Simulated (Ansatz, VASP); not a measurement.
# Al: VASP beside Ansatz

INCAR

```
ALGO = Fast
EDIFF = 1E-6
ENCUT = 520
GGA = PE
ISIF = 2
ISMEAR = 0
LASPH = T
LCHARG = F
LREAL = F
LWAVE = F
NBANDS = 14
NELM = 60
PREC = Accurate
SIGMA = 0.15
```

The input KPOINTS:

```
k-points
0
Gamma
  16 16 5
```

The input POSCAR:

```
Al
1.0
   -1.6174623135      1.6174623135     -1.6174623135
   -1.6174623135     -1.6174623135      1.6174623135
   -1.4557160822      5.6611180974      7.2785804109
Al
4
Direct
   -0.1750000000     -0.6125000000      0.8750000000
    0.4750000000      0.4125000000      0.1250000000
   -0.0750000000     -0.2625000000      0.3750000000
    0.3750000000      0.0625000000      0.6250000000
```

Input for Ansatz:

```yaml
crystal:
  lattice:
    - [-1.6174623135, 1.6174623135, -1.6174623135]
    - [-1.6174623135, -1.6174623135, 1.6174623135]
    - [-1.4557160822, 5.6611180974, 7.2785804109]
  atoms:
    - { symbol: Al, position: [-0.175, -0.6125, 0.875] }
    - { symbol: Al, position: [0.475, 0.4125, 0.125] }
    - { symbol: Al, position: [-0.075, -0.2625, 0.375] }
    - { symbol: Al, position: [0.375, 0.0625, 0.625] }
basis:
  ecutwfc: 420
kpoints:
  mp_grid: { grid: [16, 16, 5] }
hamiltonian:
  xc: pbe
  pseudopotentials: { kind: paw, azcp: { folder: soft_1 } }
scf:
  occupations: { method: gaussian, width: 0.15 }
output:
  forces: true
  stress: true
  eigenvalues: true
```

Alike in both runs: task single point; functional PBE; k mesh 16 × 16 × 5; occupations gaussian, width 0.15 eV; no spin polarisation.

```csv
,VASP,Ansatz
version,VASP 6.6.1,Ansatz 0.2.0
potentials or method,"VASP PAW PBE potentials, release 64 (Al), cutoff 520 eV","scalar-relativistic, plane waves, PAW"
valence electrons in the cell,12,12
```

```csv
,VASP,Ansatz,Ansatz less VASP
gap on the k mesh at the Fermi level (eV),none,none,-
pressure (GPa),0.9,0.9,0.00
"traceless stress, the component that is largest in VASP (GPa)",2.79,2.79,+0.003
rms of the force components (eV/Å),0.237,0.237,-0.0001
```

Atom by atom the forces differ by 0.000 eV/Å (rms over components). A gap of «none» marks a metal or a gap that the smearing closes.
